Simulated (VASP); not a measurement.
# CsCl (Pm-3m) in VASP: settings compared, part 2 of 2

VASP 6.6.1. Earlier steps stand in the parts before.

## Step 4: Single point, PBE, non-collinear spin, zero start, spin-orbit coupling

This run uses another cell than the first one, of 35.40 Å³/atom.

File INCAR:

```
SYSTEM = CsCl
PREC     = Accurate       ! precision mode
ENCUT    = 500            ! plane-wave cutoff, eV
EDIFF    = 1E-6           ! SCF threshold, eV
ISMEAR   = 0              ! smearing method
SIGMA    = 0.01           ! smearing width, eV
LREAL    = .False.        ! projectors in reciprocal space
LASPH    = .True.         ! aspherical terms in the spheres
NELM     = 200            ! most SCF steps
ALGO     = Normal         ! electronic algorithm
ISIF     = 2              ! what is computed and relaxed
LWAVE    = .False.        ! write WAVECAR
LCHARG   = .False.        ! write CHGCAR
LNONCOLLINEAR= .True.         ! non-collinear magnetism
MAGMOM   = 0 0 0 0 0 0    ! initial moments
LORBIT   = 11             ! projections on sites
LSORBIT  = .True.         ! spin-orbit coupling
GGA_COMPAT= .False.      
LORBMOM  = .True.       
GGA      = PE             ! functional
NBANDS   = 28             ! bands
```

File KPOINTS:

```
Automatic mesh
0
Gamma
  6 6 6
  0 0 0
```

File POSCAR:

```
CsCl
1.0
    4.1368323595      0.0000000000      0.0000000000
    0.0000000000      4.1368323595      0.0000000000
    0.0000000000      0.0000000000      4.1368323595
Cs Cl
1 1
Direct
    0.0000000000      0.0000000000      0.0000000000
    0.5000000000      0.5000000000      0.5000000000
```

Potentials or basis: VASP PAW PBE potentials, release 64 (Cs_sv, Cl).

Command:

```bash
cat potpaw_PBE.64/Cs_sv/POTCAR potpaw_PBE.64/Cl/POTCAR > POTCAR
mpirun -np 1 vasp_ncl > vasp.out
```

OUTCAR:

```text
SYSTEM = CsCl
   PREC = Accurate
   ENCUT = 500
   EDIFF = 1E-6
   ISMEAR = 0
   LREAL = .False.
   LASPH = .True.
   NELM = 200
   ISIF = 2
   LNONCOLLINEAR = .True.
   LORBIT = 11
   LSORBIT = .True.
   GGA = PE

 ion  position               nearest neighbor table
   1  0.000  0.000  0.000-
   2  0.500  0.500  0.500-

  LATTYP: Found a simple cubic cell.
 ALAT       =     4.1368323595

  Lattice vectors:

 A1 = (   4.1368323595,   0.0000000000,   0.0000000000)
 A2 = (   0.0000000000,   4.1368323595,   0.0000000000)
 A3 = (   0.0000000000,   0.0000000000,   4.1368323595)

Analysis of symmetry for initial positions (statically):
=====================================================================
 Subroutine PRICEL returns:
 Original cell was already a primitive cell.

 Routine SETGRP: Setting up the symmetry group for a
 simple cubic supercell.

 Subroutine GETGRP returns: Found 48 space group operations
 (whereof 48 operations were pure point group operations)
 out of a pool of 48 trial point group operations.

The static configuration has the point symmetry O_h .

Analysis of symmetry for dynamics (positions and initial velocities):
=====================================================================
 Subroutine PRICEL returns:
 Original cell was already a primitive cell.

 Routine SETGRP: Setting up the symmetry group for a
 simple cubic supercell.

 Subroutine GETGRP returns: Found 48 space group operations
 (whereof 48 operations were pure point group operations)
 out of a pool of 48 trial point group operations.

The dynamic configuration has the point symmetry O_h .

Analysis of structural, dynamic, and magnetic symmetry:
=====================================================================
 Subroutine PRICEL returns:
 Original cell was already a primitive cell.

 Routine SETGRP: Setting up the symmetry group for a
 simple cubic supercell.

 Subroutine GETGRP returns: Found 48 space group operations
[... 821 lines left out ...]
  1         0.000   0.000   0.000
  2         0.000   0.000   0.000
 ----------------------------------------
            0.000   0.000   0.000

 orbital moment (z)

 # of ion     p       d       tot
 ----------------------------------------
  1         0.000   0.000   0.000
  2         0.000   0.000   0.000
 ----------------------------------------
            0.000   0.000   0.000

 Spin-Orbit-Coupling matrix elements

 Ion:    1  E_soc:     -0.3245458
 l=   1
     0.0000000    -0.0540697    -0.0540697
    -0.0540697     0.0000000    -0.0540697
    -0.0540697    -0.0540697     0.0000000
 l=   2
     0.0000000    -0.0000077     0.0000000    -0.0000077    -0.0000136
    -0.0000077     0.0000000    -0.0000102    -0.0000077    -0.0000034
     0.0000000    -0.0000102     0.0000000    -0.0000102     0.0000000
    -0.0000077    -0.0000077    -0.0000102     0.0000000    -0.0000034
    -0.0000136    -0.0000034     0.0000000    -0.0000034     0.0000000
 l=   3
     0.0000000     0.0000000     0.0000000     0.0000000     0.0000000     0.0000000     0.0000000
     0.0000000     0.0000000     0.0000000     0.0000000     0.0000000     0.0000000     0.0000000
     0.0000000     0.0000000     0.0000000     0.0000000     0.0000000     0.0000000     0.0000000
     0.0000000     0.0000000     0.0000000     0.0000000     0.0000000     0.0000000     0.0000000
     0.0000000     0.0000000     0.0000000     0.0000000     0.0000000     0.0000000     0.0000000
     0.0000000     0.0000000     0.0000000     0.0000000     0.0000000     0.0000000     0.0000000
     0.0000000     0.0000000     0.0000000     0.0000000     0.0000000     0.0000000     0.0000000

 Ion:    2  E_soc:     -0.0031814
 l=   1
     0.0000000    -0.0005302    -0.0005302
    -0.0005302     0.0000000    -0.0005302
    -0.0005302    -0.0005302     0.0000000
 l=   2
     0.0000000     0.0000000     0.0000000     0.0000000     0.0000000
     0.0000000     0.0000000     0.0000000     0.0000000     0.0000000
     0.0000000     0.0000000     0.0000000     0.0000000     0.0000000
     0.0000000     0.0000000     0.0000000     0.0000000     0.0000000
     0.0000000     0.0000000     0.0000000     0.0000000     0.0000000
 l=   3
     0.0000000     0.0000000     0.0000000     0.0000000     0.0000000     0.0000000     0.0000000
     0.0000000     0.0000000     0.0000000     0.0000000     0.0000000     0.0000000     0.0000000
     0.0000000     0.0000000     0.0000000     0.0000000     0.0000000     0.0000000     0.0000000
     0.0000000     0.0000000     0.0000000     0.0000000     0.0000000     0.0000000     0.0000000
     0.0000000     0.0000000     0.0000000     0.0000000     0.0000000     0.0000000     0.0000000
     0.0000000     0.0000000     0.0000000     0.0000000     0.0000000     0.0000000     0.0000000
     0.0000000     0.0000000     0.0000000     0.0000000     0.0000000     0.0000000     0.0000000

 total charge

# of ion       s       p       d       tot
------------------------------------------
    1        1.836   4.710   0.030   6.576
    2        1.591   3.551   0.000   5.141
--------------------------------------------------
tot          3.427   8.261   0.030  11.717

 magnetization (x)

# of ion       s       p       d       tot
------------------------------------------
    1        0.000   0.000   0.000   0.000
    2       -0.000   0.000   0.000  -0.000
--------------------------------------------------
tot          0.000   0.000   0.000   0.000

 magnetization (y)

# of ion       s       p       d       tot
------------------------------------------
    1        0.000   0.000   0.000   0.000
    2        0.000   0.000   0.000   0.000
--------------------------------------------------
tot          0.000   0.000   0.000   0.000

 magnetization (z)

# of ion       s       p       d       tot
------------------------------------------
    1        0.000   0.000   0.000   0.000
    2        0.000   0.000   0.000   0.000
--------------------------------------------------
tot          0.000   0.000   0.000   0.000
```

stdout:

```text
POSCAR found type information on POSCAR CsCl
 POSCAR found :  2 types and       2 ions
 scaLAPACK will be used
 LDA part: xc-table for (Slater+PW92), standard interpolation
 POSCAR, INCAR and KPOINTS ok, starting setup
 FFT: planning ... GRIDC
 FFT: planning ... GRID_SOFT
 FFT: planning ... GRID
 WAVECAR not read
 entering main loop
```

Run time: 1.7 min. Hardware: 1 thread of Intel Xeon 8259CL, shared host; peak memory 0.29 GiB.

Results:

* Free energy: -6.6945 eV
* Pressure: 0.8 GPa
* Net moment: 0.00 μB per cell
* Valence electrons inside the program's atomic spheres: Cs 6.58; Cl 5.14

Moments on the atoms (μB; x, y, z):
```
Cs  0.00 0.00 0.00
Cl  0.00 0.00 0.00
```

## Step 5: Single point, HSE06

This run uses another cell than the first one, of 35.40 Å³/atom.

POSCAR is that of step 4.

File INCAR.step1:

```
SYSTEM = CsCl
PREC = Accurate
ENCUT = 400
EDIFF = 1E-5
ISMEAR = 0
SIGMA = 0.01
LREAL = .FALSE.
LASPH = .TRUE.
NELM = 120
ALGO = Normal
ISIF = 2
LWAVE = .TRUE.
LCHARG = .FALSE.
GGA = PE
NBANDS = 15
GGA_COMPAT = .FALSE.
```

File INCAR.step2:

```
SYSTEM = CsCl
PREC = Accurate
ENCUT = 400
EDIFF = 1E-6
ISMEAR = 0
SIGMA = 0.01
LREAL = .FALSE.
LASPH = .TRUE.
NELM = 120
ALGO = Normal
ISIF = 2
LWAVE = .FALSE.
LCHARG = .FALSE.
GGA = PE
LHFCALC = .TRUE.
HFSCREEN = 0.2079
PRECFOCK = Normal
ISTART = 1
NBANDS = 15
GGA_COMPAT = .FALSE.
```

File KPOINTS:

```
regular mesh
0
G
  4 4 4
  0 0 0
```

Command:

```bash
cat potpaw_PBE.64/Cs_sv/POTCAR potpaw_PBE.64/Cl/POTCAR > POTCAR
cp INCAR.step1 INCAR
mpirun -np 1 vasp_std > vasp.out
cp INCAR.step2 INCAR
mpirun -np 1 vasp_std > vasp.out
```

It took 7.8 min on 1 thread of Intel Xeon 8259CL, shared host; peak memory 0.26 GiB.

It converged, with:

```yaml
Free_energy: -7.6255 eV
Pressure: 0.5 GPa
Band_gap_on_the_k_mesh: 6.53 eV
```

Levels at points of the mesh, in eV from the valence-band top:
| k point | band 4 | band 5 | band 6 | band 7 | band 8 | band 9 | band 10 | band 11 | band 12 | band 13 |
| --- | --- | --- | --- | --- | --- | --- | --- | --- | --- | --- |
| (0.00, 0.00, 0.00) | -6.08 | -6.08 | 0.00 | 0.00 | 0.00 | 6.53 | 6.68 | 6.68 | 11.56 | 11.56 |
| (0.50, 0.00, 0.00) | -5.93 | -5.93 | -1.20 | -0.24 | -0.24 | 7.76 | 8.97 | 10.20 | 10.61 | 11.00 |
| (0.50, 0.50, 0.00) | -6.88 | -5.84 | -0.45 | -0.45 | -0.06 | 7.25 | 7.34 | 9.39 | 9.39 | 13.38 |
| (0.50, 0.50, 0.50) | -6.62 | -6.62 | -1.13 | -1.13 | -1.13 | 9.92 | 9.92 | 9.92 | 11.89 | 11.89 |

Caveat: the PAW data sets were made with another functional, which shifts forces and pressure a little; spin-orbit coupling is left out, which moves the levels of the heavy elements.

## Step 6: Single point, HSE06

This run uses another cell than the first one, of 36.38 Å³/atom.

File POSCAR:

```
CsCl
1.0
    4.1747983187      0.0000000000      0.0000000000
    0.0000000000      4.1747983187      0.0000000000
    0.0000000000      0.0000000000      4.1747983187
Cs Cl
1 1
Direct
    0.0000000000      0.0000000000      0.0000000000
    0.5000000000      0.5000000000      0.5000000000
```

File INCAR.step1:

```
PREC = Accurate
ENCUT = 400
EDIFF = 1E-5
ISMEAR = -1
SIGMA = 0.02
LREAL = F
LASPH = T
NELM = 120
ALGO = Normal
ISIF = 2
LWAVE = T
LCHARG = F
GGA = PE
NBANDS = 15
GGA_COMPAT = F
```

File INCAR.step2:

```
PREC = Accurate
ENCUT = 400
EDIFF = 1E-6
ISMEAR = -1
SIGMA = 0.02
LREAL = F
LASPH = T
NELM = 120
ALGO = Normal
ISIF = 2
LWAVE = F
LCHARG = F
GGA = PE
LHFCALC = T
HFSCREEN = 0.2079
PRECFOCK = Normal
ISTART = 1
NBANDS = 15
GGA_COMPAT = F
```

File KPOINTS:

```
Automatic mesh
0
Gamma
  4 4 4
```

Potentials or basis: VASP PAW PBE potentials, release 64 (Cs_sv, Cl).

Command:

```bash
cat potpaw_PBE.64/Cs_sv/POTCAR potpaw_PBE.64/Cl/POTCAR > POTCAR
cp INCAR.step1 INCAR
mpirun -np 1 vasp_std > vasp.out
cp INCAR.step2 INCAR
mpirun -np 1 vasp_std > vasp.out
```

Wall time 7.7 min (1 thread of Intel Xeon 8259CL, shared host); peak memory 0.26 GiB.

The run converged. Its results:

```yaml
Free_energy: -7.6288 eV
Pressure: 0.0 GPa
Band_gap_on_the_k_mesh: 6.40 eV
```

Levels at points of the mesh, in eV from the valence-band top:
```csv
k point,band 6,band 7,band 8,band 9,band 10,band 11
"(0.00, 0.00, 0.00)",0.00,0.00,0.00,6.40,6.70,6.70
"(0.50, 0.00, 0.00)",-1.14,-0.21,-0.21,7.74,8.83,10.01
"(0.50, 0.50, 0.00)",-0.45,-0.45,-0.05,7.22,7.31,9.35
"(0.50, 0.50, 0.50)",-1.06,-1.06,-1.06,9.80,9.80,9.80
```

Caveat: the PAW data sets were made with another functional, which shifts forces and pressure a little; spin-orbit coupling is left out, which moves the levels of the heavy elements.

## Step 7: Single point, r2SCANh

This run uses another cell than the first one, of 35.40 Å³/atom.

File POSCAR:

```
CsCl
1.0
    4.1368323595      0.0000000000      0.0000000000
    0.0000000000      4.1368323595      0.0000000000
    0.0000000000      0.0000000000      4.1368323595
Cs Cl
1 1
Direct
    0.0000000000      0.0000000000      0.0000000000
    0.5000000000      0.5000000000      0.5000000000
```

File INCAR.step1:

```
SYSTEM = CsCl
ALGO = Normal
EDIFF = 1E-5
ENCUT = 440
GGA = PE
GGA_COMPAT = .FALSE.
ISIF = 2
ISMEAR = 0
LASPH = .TRUE.
LCHARG = .FALSE.
LREAL = .FALSE.
LWAVE = .TRUE.
NBANDS = 15
NELM = 120
PREC = Accurate
SIGMA = 0.01
```

File INCAR.step2:

```
SYSTEM = CsCl
AEXX = 0.1
ALGO = Normal
EDIFF = 1E-6
ENCUT = 440
GGA_COMPAT = .FALSE.
ISIF = 2
ISMEAR = 0
ISTART = 1
LASPH = .TRUE.
LCHARG = .FALSE.
LHFCALC = .TRUE.
LMIXTAU = .TRUE.
LREAL = .FALSE.
LWAVE = .FALSE.
METAGGA = R2SCAN
NBANDS = 15
NELM = 120
PREC = Accurate
PRECFOCK = Normal
SIGMA = 0.01
```

File KPOINTS:

```
k-points
0
G
  4 4 4
  0 0 0
```

Command:

```bash
cat potpaw_PBE.64/Cs_sv/POTCAR potpaw_PBE.64/Cl/POTCAR > POTCAR
cp INCAR.step1 INCAR
mpirun -np 1 vasp_std > vasp.out
cp INCAR.step2 INCAR
mpirun -np 1 vasp_std > vasp.out
```

Wall time 7.4 min (1 thread of Intel Xeon 8259CL, shared host); peak memory 0.18 GiB.

Results (log left out):

```yaml
Free_energy: -33.2967 eV
Pressure: -0.1 GPa
Band_gap_on_the_k_mesh: 6.64 eV
```

Levels at points of the mesh, in eV from the valence-band top:
```
           k point  band 5  band 6  band 7  band 8  band 9  band 10  band 11  band 12
(0.00, 0.00, 0.00)   -6.07    0.00    0.00    0.00    6.64     6.64     6.69    11.55
(0.50, 0.00, 0.00)   -5.92   -1.17   -0.24   -0.24    7.70     9.02    10.32    10.62
(0.50, 0.50, 0.00)   -5.84   -0.44   -0.44   -0.06    7.28     7.37     9.40     9.40
(0.50, 0.50, 0.50)   -6.61   -1.11   -1.11   -1.11    9.93     9.93     9.93    12.01
```

Caveat: the PAW data sets were made with another functional, which shifts forces and pressure a little; spin-orbit coupling is left out, which moves the levels of the heavy elements. A k mesh can miss the band edges.

## Step 8: Summary

```tsv
task	level	potentials or basis	spin	cell	k mesh	cutoff (eV)	smearing	grid for exact exchange (PRECFOCK)	share of exact exchange	screening parameter	gap on the mesh (eV)	pressure (GPa)	relaxed volume (Å³/atom)
relaxation of cell and atoms	LDA	VASP PAW LDA potentials, release 64 (Cs_sv, Cl)	off	relaxed from a = 4.203 Å, 2 atoms	6 × 6 × 6	500	fermi-dirac 0.02 eV	-	-	-	4.98	0.0	31.44
relaxation of cell and atoms	r2SCAN	VASP PAW PBE potentials, release 64 (Cs_sv, Cl)	off	relaxed from a = 4.203 Å, 2 atoms	6 × 6 × 6	550	fermi-dirac 0.02 eV	-	-	-	5.91	0.0	35.62
single point	PBE	VASP PAW PBE potentials, release 64 (Cs_sv, Cl)	non-collinear, zero start, SOC	a = 4.137 Å, 2 atoms	6 × 6 × 6	500	gaussian 0.01 eV	-	-	-	-	0.8	-
single point	HSE06	VASP PAW PBE potentials, release 64 (Cs_sv, Cl)	off	a = 4.137 Å, 2 atoms	4 × 4 × 4	400	gaussian 0.01 eV	Normal	0.25	0.2079 1/Å	6.53	0.5	-
single point	HSE06	VASP PAW PBE potentials, release 64 (Cs_sv, Cl)	off	a = 4.175 Å, 2 atoms	4 × 4 × 4	400	fermi-dirac 0.02 eV	Normal	0.25	0.2079 1/Å	6.40	0.0	-
single point	r2SCANh	VASP PAW PBE potentials, release 64 (Cs_sv, Cl)	off	a = 4.137 Å, 2 atoms	4 × 4 × 4	440	gaussian 0.01 eV	Normal	0.1	-	6.64	-0.1	-
```

Caveats: spin-orbit coupling is left out, which moves the levels of the heavy elements (at least some runs); the PAW data sets were made with another functional, which shifts forces and pressure a little (at least some runs); the volume moved by over 15 % at a fixed basis, so the end points are rough (at least some runs).

Absolute energies hang on the potentials; compare differences alone.
